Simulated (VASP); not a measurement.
## Ga3Se: single point with BLYP

The system is Ga3Se.

```
Se Ga
1.0
     4.62329    0.00000    0.00000
     0.00000    4.62329    0.00000
     0.00000    0.00000    4.62329
Se Ga
1 3
Direct
  0.00000 0.00000 0.00000
  0.50000 0.50000 0.00000
  0.50000 0.00000 0.50000
  0.00000 0.50000 0.50000
```

```
Program                : VASP 6.6.1
Task                   : single point
Functional             : BLYP
Potentials or basis    : VASP PAW PBE potentials, release 64 (Se, Ga_d)
Cutoff                 : 520 eV
k mesh                 : 6 × 6 × 6
Occupations            : fermi-dirac, width 0.05 eV
Spin                   : no spin polarisation
Dipole correction      : no
Further INCAR settings : ALGO = Normal; EDIFF = 1e-07; NBANDS = 30
```

| Item | Value |
| --- | --- |
| Pressure | 0.0 GPa |

Levels at points of the mesh, in eV from the Fermi level:
```
           k point  band 18  band 19  band 20  band 21  band 22  band 23  band 24  band 25  band 26  band 27
(0.00, 0.00, 0.00)    -3.25    -3.25    -3.10    -3.10    -3.10     1.45     1.45     1.45     4.02     4.02
(0.50, 0.00, 0.00)    -5.32    -2.85    -2.31    -2.31    -0.88     0.01     0.01     1.57     3.34     3.72
(0.50, 0.50, 0.00)    -6.28    -6.04    -1.79    -0.96    -0.96    -0.50     1.00     1.80     1.80     1.83
(0.50, 0.50, 0.50)    -5.10    -5.10    -4.03    -4.03    -4.03    -2.89     3.43     3.43     3.43     7.32
```

It took 72 s on 1 thread of Intel(R) Xeon(R) 6975P-C (Granite Rapids), on a shared host, peak memory 0.22 GiB.

Caveat: the PAW data sets were made with another functional, which shifts forces and pressure a little.
